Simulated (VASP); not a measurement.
# TaN (P6_3mc) in VASP: single point with PBEsol

Aim: the single point of TaN with PBEsol.

Program: VASP 6.6.1. These are calculated values, not measurements. Logs are shortened: lines on timing, memory, paths and dates and some standing lists are left out, and cuts for length are marked.

## (1) The cell of the first run

The structure is hexagonal, space group P6_3mc (No. 186). Conventional cell: a = 3.050 Å, b = 3.050 Å, c = 4.940 Å, α = 90.00°, β = 90.00°, γ = 120.00°. Ta (site symmetry 3m) has 4 N at 1.85 to 1.90 Å within 2.5 Å. Within 2.5 Å of N (site symmetry 3m) lie 4 Ta at 1.85 to 1.90 Å.

## (2) Single point, PBEsol, collinear spin

Contents of INCAR:

```
PREC = Accurate ; ENCUT = 520
EDIFF = 1E-6 ; ISMEAR = 0
SIGMA = 0.05 ; LREAL = F
LASPH = T ; NELM = 150
ALGO = Normal ; ISIF = 2
LWAVE = F ; LCHARG = T
ISPIN = 2 ; MAGMOM = 2 2 -2 -2 0 0 0 0
LORBIT = 11 ; LMAXMIX = 4
GGA = PS ; LELF = T
LVHAR = T ; NBANDS = 46
```

Contents of KPOINTS:

```
Automatic mesh
0
Gamma
  7 7 2
```

Contents of POSCAR:

```
TaN
1.0
    3.0500020400      0.0000000000      0.0000000000
   -1.5250010200      2.6413792500      0.0000000000
    0.0000000000      0.0000000000      9.8800030600
Ta N
4 4
Direct
    0.3333333333      0.6666666667      0.0000000000
    0.6666666667      0.3333333333      0.2500000000
    0.3333333333      0.6666666667      0.5000000000
    0.6666666667      0.3333333333      0.7500000000
    0.3333333333      0.6666666667      0.1925000000
    0.6666666667      0.3333333333      0.4425000000
    0.3333333333      0.6666666667      0.6925000000
    0.6666666667      0.3333333333      0.9425000000
```

Potentials or basis: VASP PAW PBE potentials, release 64 (Ta_pv, N).

Command:

```console
cat potpaw_PBE.64/Ta_pv/POTCAR potpaw_PBE.64/N/POTCAR > POTCAR
mpirun -np 1 vasp_std > vasp.out
```

OUTCAR:

```text
PREC = Accurate
   ENCUT = 520
   EDIFF = 1E-6
   ISMEAR = 0
   LREAL = F
   LASPH = T
   NELM = 150
   ISIF = 2
   ISPIN = 2
   LORBIT = 11
   GGA = PS

 ion  position               nearest neighbor table
   1  0.333  0.667  0.000-   8 1.85   8 1.85   8 1.85   5 1.90   4 3.03   2 3.03   4 3.03   2 3.03
                             2 3.03   4 3.03
   2  0.667  0.333  0.250-   5 1.85   5 1.85   5 1.85   6 1.90   1 3.03   3 3.03   3 3.03   1 3.03
                             3 3.03   1 3.03
   3  0.333  0.667  0.500-   6 1.85   6 1.85   6 1.85   7 1.90   4 3.03   2 3.03   4 3.03   2 3.03
                             2 3.03   4 3.03
   4  0.667  0.333  0.750-   7 1.85   7 1.85   7 1.85   8 1.90   1 3.03   3 3.03   3 3.03   1 3.03
                             3 3.03   1 3.03
   5  0.333  0.667  0.193-   2 1.85   2 1.85   2 1.85   1 1.90
   6  0.667  0.333  0.443-   3 1.85   3 1.85   3 1.85   2 1.90
   7  0.333  0.667  0.693-   4 1.85   4 1.85   4 1.85   3 1.90
   8  0.667  0.333  0.943-   1 1.85   1 1.85   1 1.85   4 1.90
[... 7 lines left out ...]
 A1 = (   3.0500020400,   0.0000000000,   0.0000000000)
 A2 = (  -1.5250010200,   2.6413792500,   0.0000000000)
 A3 = (   0.0000000000,   0.0000000000,   9.8800030600)

Analysis of symmetry for initial positions (statically):
=====================================================================
 Subroutine PRICEL returns following result:

  LATTYP: Found a hexagonal cell.
 ALAT       =     3.0500020400
 C/A-ratio  =     1.6196715495
[... 12 lines left out ...]
 Subroutine GETGRP returns: Found 12 space group operations
 (whereof  6 operations were pure point group operations)
 out of a pool of 24 trial point group operations.

The static configuration has the point symmetry C_3v.
 The point group associated with its full space group is C_6v.

Analysis of symmetry for dynamics (positions and initial velocities):
=====================================================================
 Subroutine PRICEL returns following result:

  LATTYP: Found a hexagonal cell.
 ALAT       =     3.0500020400
 C/A-ratio  =     1.6196715495
[... 12 lines left out ...]
 Subroutine GETGRP returns: Found 12 space group operations
 (whereof  6 operations were pure point group operations)
 out of a pool of 24 trial point group operations.

The dynamic configuration has the point symmetry C_3v.
 The point group associated with its full space group is C_6v.

Analysis of structural, dynamic, and magnetic symmetry:
[... 162 lines left out ...]
  ext. energy  EPLUGINS =         0.00000000
  ---------------------------------------------------
  free energy    TOTEN  =       -81.66980637 eV

  energy without entropy =      -81.66830716  energy(sigma->0) =      -81.66905676

 E-fermi :   9.5493     XC(G=0): -13.6965

 val. band max:        9.4260961738   @ k =   0.2857   0.2857   0.0000
 cond. band min:       9.6025558942   @ k =   0.4286   0.0000   0.5000
 fundamental gap:      0.1764597204
 Fermi energy:         9.5493406462

 spin component 1

 k-point     1 :       0.0000    0.0000    0.0000
  band No.  band energies     occupation
      1     -26.4673      1.00000
      2     -25.8286      1.00000
      3     -25.8285      1.00000
      4     -25.3344      1.00000
      5     -25.3344      1.00000
      6     -25.2385      1.00000
[... 741 lines left out ...]
     43      16.2886      0.00000
     44      16.2890      0.00000
 Fermi energy:         9.5493406462

 spin component 2

 k-point     1 :       0.0000    0.0000    0.0000
  band No.  band energies     occupation
      1     -26.4673      1.00000
      2     -25.8286      1.00000
      3     -25.8285      1.00000
      4     -25.3344      1.00000
      5     -25.3344      1.00000
      6     -25.2385      1.00000
[... 741 lines left out ...]
     43      16.2886      0.00000
     44      16.2890      0.00000
 [bands above 44 left out]

------------------------ aborting loop because EDIFF is reached ----------------------------------------

  FORCE on cell =-STRESS in cart. coord.  units (eV):
  Direction    XX          YY          ZZ          XY          YZ          ZX
  --------------------------------------------------------------------------------------
  -------------------------------------------------------------------------------------
  Total       68.8999512     68.8999513     54.6584248      0.0000000      0.0000000      0.0000000
  in kB     1386.8884337   1386.8884356   1100.2204754      0.0000000      0.0000000      0.0000000
  external PRESSURE =    1291.3324482 kB  Pullay stress =       0.0000000 kB

 VOLUME and BASIS-vectors are now :
 -----------------------------------------------------------------------------
  energy-cutoff  :      520.00
  volume of cell :       79.60
      direct lattice vectors                 reciprocal lattice vectors
     3.050002040  0.000000000  0.000000000     0.327868633  0.189295043  0.000000000
    -1.525001020  2.641379250  0.000000000     0.000000000  0.378590087  0.000000000
     0.000000000  0.000000000  9.880003060     0.000000000  0.000000000  0.101214544

 POSITION                                       TOTAL-FORCE (eV/Angst)
 -----------------------------------------------------------------------------------
     -0.00000      1.76092      0.00000         0.000000     -0.000000      1.939451
      1.52500      0.88046      2.47000         0.000000     -0.000000      1.939425
     -0.00000      1.76092      4.94000        -0.000000     -0.000000      1.939451
      1.52500      0.88046      7.41000        -0.000000     -0.000000      1.939425
     -0.00000      1.76092      1.90190        -0.000000     -0.000000     -1.939660
      1.52500      0.88046      4.37190         0.000000      0.000000     -1.939216
     -0.00000      1.76092      6.84190        -0.000000     -0.000000     -1.939660
      1.52500      0.88046      9.31190         0.000000      0.000000     -1.939216
 -----------------------------------------------------------------------------------
    total drift:                                0.000000      0.000000      0.001363

  FREE ENERGIE OF THE ION-ELECTRON SYSTEM (eV)
  ---------------------------------------------------
  free  energy   TOTEN  =       -81.6698063664 eV

  energy  without entropy=      -81.6683071557  energy(sigma->0) =      -81.66905676

 total charge

# of ion       s       p       d       tot
------------------------------------------
    1        0.404   6.405   3.018   9.827
    2        0.404   6.405   3.018   9.827
    3        0.404   6.405   3.018   9.827
    4        0.404   6.405   3.018   9.827
    5        1.291   2.744   0.000   4.035
    6        1.291   2.744   0.000   4.035
    7        1.291   2.744   0.000   4.035
    8        1.291   2.744   0.000   4.035
--------------------------------------------------
tot          6.782  36.593  12.073  55.447

 magnetization (x)

# of ion       s       p       d       tot
------------------------------------------
    1        0.000   0.000   0.000   0.000
    2        0.000   0.000   0.000   0.000
    3       -0.000  -0.000  -0.000  -0.000
    4       -0.000  -0.000  -0.000  -0.000
    5       -0.000  -0.000   0.000  -0.000
    6        0.000  -0.000   0.000  -0.000
    7        0.000   0.000   0.000   0.000
    8       -0.000   0.000   0.000   0.000
--------------------------------------------------
tot          0.000   0.000   0.000   0.000
```

OSZICAR:

```text
N       E                     dE             d eps       ncg     rms          rms(c)
DAV:   1     0.678969932666E+03    0.67897E+03   -0.34447E+04  2944   0.151E+03
DAV:   2    -0.427027640522E+02   -0.72167E+03   -0.68568E+03  3248   0.471E+02
DAV:   3    -0.927761102468E+02   -0.50073E+02   -0.48789E+02  3494   0.123E+02
DAV:   4    -0.936217817316E+02   -0.84567E+00   -0.83936E+00  3552   0.160E+01
DAV:   5    -0.936333610503E+02   -0.11579E-01   -0.11567E-01  3536   0.165E+00    0.878E+01
DAV:   6    -0.806680919005E+02    0.12965E+02   -0.49968E+01  3814   0.393E+01    0.382E+01
DAV:   7    -0.816502394048E+02   -0.98215E+00   -0.34123E+00  3328   0.990E+00    0.197E+01
DAV:   8    -0.816632569169E+02   -0.13018E-01   -0.24216E-01  3460   0.275E+00    0.701E+00
DAV:   9    -0.816661006611E+02   -0.28437E-02   -0.31071E-02  3568   0.129E+00    0.627E-01
DAV:  10    -0.816686729541E+02   -0.25723E-02   -0.78289E-03  3504   0.647E-01    0.316E-01
DAV:  11    -0.816695888739E+02   -0.91592E-03   -0.98829E-04  3600   0.214E-01    0.162E-01
DAV:  12    -0.816698026622E+02   -0.21379E-03   -0.32402E-04  3404   0.995E-02    0.757E-02
DAV:  13    -0.816698066231E+02   -0.39609E-05   -0.65881E-05  3584   0.482E-02    0.138E-02
DAV:  14    -0.816698063664E+02    0.25671E-06   -0.47788E-06  3396   0.173E-02
   1 F= -.81669806E+02 E0= -.81669057E+02  d E =-.149921E-02  mag=    -0.0000
```

It took 2.9 min on 1 thread of Intel Xeon Platinum 8488C (Sapphire Rapids), shared host; peak memory 0.28 GiB.

Results:

```
Free energy                                           : -81.6698 eV
Pressure                                              : 129.1 GPa
Largest force                                         : 1.940 eV/Å
Band gap on the k mesh                                : zero (filled and empty bands overlap)
Net moment                                            : 0.00 μB per cell
Valence electrons inside the program's atomic spheres : Ta 9.83; N 4.04
```

Forces in eV/Å, atoms in the order of the input:
```
Ta   0.000  0.000  1.939
Ta   0.000  0.000  1.939
Ta   0.000  0.000  1.939
Ta   0.000  0.000  1.939
N    0.000  0.000 -1.940
N    0.000  0.000 -1.939
N    0.000  0.000 -1.940
N    0.000  0.000 -1.939
```

Levels at points of the mesh, in eV from the Fermi level:
Spin up:
```csv
k point,band 30,band 31,band 32,band 33,band 34,band 35
"(0.00, 0.00, 0.00)",-0.81,-0.27,1.24,1.24,1.24,1.24
"(0.00, 0.00, 0.50)",-0.22,-0.22,-0.22,0.53,0.53,2.53
```
Spin down:
| k point | band 29 | band 30 | band 31 | band 32 | band 33 | band 34 | band 35 | band 36 |
| --- | --- | --- | --- | --- | --- | --- | --- | --- |
| (0.00, 0.00, 0.00) | -0.81 | -0.81 | -0.27 | 1.24 | 1.24 | 1.24 | 1.24 | 1.95 |
| (0.00, 0.00, 0.50) | -0.22 | -0.22 | -0.22 | -0.22 | 0.53 | 0.53 | 2.53 | 2.53 |

Caveat: the cell stands under pressure; the PAW data sets were made with another functional, which shifts forces and pressure a little; spin-orbit coupling is left out, which moves the levels of the heavy elements.
